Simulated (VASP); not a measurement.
Crystal: La2SbAs3.

```
La Sb As
1.0
     5.63575    0.00000    0.00000
    -2.81787    4.88070    0.00000
     0.00000    0.00000   10.02800
La Sb As
2 1 3
Direct
  0.33333 0.66667 0.50000
  0.66667 0.33333 0.50000
  0.00000 0.00000 0.50000
  0.00000 0.00000 0.22950
  0.00000 0.00000 0.77050
  0.00000 0.00000 0.00000
```

The cell was built from a structure type or drawn by symmetry, and may not be a known phase.

```yaml
Program: VASP 6.6.1
Task: relaxation of cell and atoms
Functional: PBE
Potentials_or_basis: VASP PAW PBE potentials, release 64 (La, Sb, As)
Cutoff: 600 eV
k_mesh: 12 × 12 × 4
Occupations: gaussian, width 0.1 eV
Spin: no spin polarisation
```

At the start: pressure 0.7 GPa; volume 45.97 Å³/atom.

How do energy, volume and symmetry change on relaxing?

Over 8 steps the energy falls by 7.0 meV/atom and the volume is 46.84 Å³/atom (+1.9 %); space group P6/mmm (No. 191, to 0.1 Å) before and after.

Step by step:
```tsv
step	energy change (eV)	largest force (eV/Å)	pressure (GPa)	volume (Å³)
1	0.0000	0.0038	0.74	275.83
2	-0.0080	0.4206	-0.60	284.32
3	-0.0358	0.2219	-0.02	280.24
4	-0.0393	0.1435	0.01	280.35
5	-0.0420	0.0033	0.06	280.56
6	-0.0420	0.0061	0.07	280.58
7	-0.0420	0.0164	-0.04	281.58
8	-0.0421	0.0049	0.01	281.07
```

Final structure:
```cif
data_structure
_symmetry_space_group_name_H-M 'P 1'
_symmetry_Int_Tables_number 1
_cell_length_a 5.6284
_cell_length_b 5.6284
_cell_length_c 10.2449
_cell_angle_alpha 90.000
_cell_angle_beta 90.000
_cell_angle_gamma 120.000
_cell_volume 281.07
loop_
_atom_site_label
_atom_site_type_symbol
_atom_site_fract_x
_atom_site_fract_y
_atom_site_fract_z
_atom_site_occupancy
La1 La 0.33333 0.66667 0.50000 1
La2 La 0.66667 0.33333 0.50000 1
Sb1 Sb 0.00000 0.00000 0.50000 1
As1 As 0.00000 0.00000 0.22663 1
As2 As 0.00000 0.00000 0.77337 1
As3 As 0.00000 0.00000 0.00000 1
```
